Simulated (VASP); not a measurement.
Input of a VASP 6.6.1 run:

The input INCAR:

```
SYSTEM = Mg3SnN2
PREC     = Accurate       ! precision mode
ENCUT    = 600            ! plane-wave cutoff, eV
EDIFF    = 1E-6           ! SCF threshold, eV
ISMEAR   = 0              ! smearing method
SIGMA    = 0.1            ! smearing width, eV
LREAL    = .FALSE.        ! projectors in reciprocal space
LASPH    = .TRUE.         ! aspherical terms in the spheres
NELM     = 60             ! most SCF steps
ALGO     = Fast           ! electronic algorithm
ISIF     = 3              ! what is computed and relaxed
LWAVE    = .FALSE.        ! write WAVECAR
LCHARG   = .FALSE.        ! write CHGCAR
GGA      = PE             ! functional
IBRION   = 2              ! ionic algorithm
NSW      = 100            ! ionic steps
EDIFFG   = -0.01          ! ionic threshold
```

The input KPOINTS:

```
regular mesh
0
G
  12 12 12
  0 0 0
```

File POSCAR:

```
Mg3SnN2
1.0
    5.7408506684      0.0000000000      0.0000000000
   -2.8704253342      4.9717225182      0.0000000000
    0.0000000000      0.0000000000      3.0233848460
Mg Sn N
3 1 2
Direct
    0.5000000000      0.0000000000      0.5000000000
    0.5000000000      0.5000000000      0.5000000000
    0.0000000000      0.5000000000      0.5000000000
    0.0000000000      0.0000000000      0.0000000000
    0.3333333333      0.6666666667      0.0000000000
    0.6666666667      0.3333333333      0.0000000000
```

Potentials or basis: VASP PAW PBE potentials, release 64 (Mg, Sn_d, N).

Launch:

```console
$ cat potpaw_PBE.64/Mg/POTCAR potpaw_PBE.64/Sn_d/POTCAR potpaw_PBE.64/N/POTCAR > POTCAR
$ mpirun -np 1 vasp_std > vasp.out
```

Problem. What does it give for the band gap on the k mesh?

Solution. Zero (bands 15 and 16 overlap by 1.04 eV).

Problem. What does it give for the relaxed volume?

Solution. 14.30 Å³/atom.

Step by step:
```csv
step,energy change (eV),largest force (eV/Å),pressure (GPa),volume (Å³)
1,0.0000,0.0000,-0.92,86.29
2,-0.0126,0.0000,0.74,85.25
3,-0.0155,0.0000,0.23,85.56
4,-0.0157,0.0000,0.01,85.79
```

Caveat: spin-orbit coupling is left out, which moves the levels of the heavy elements.
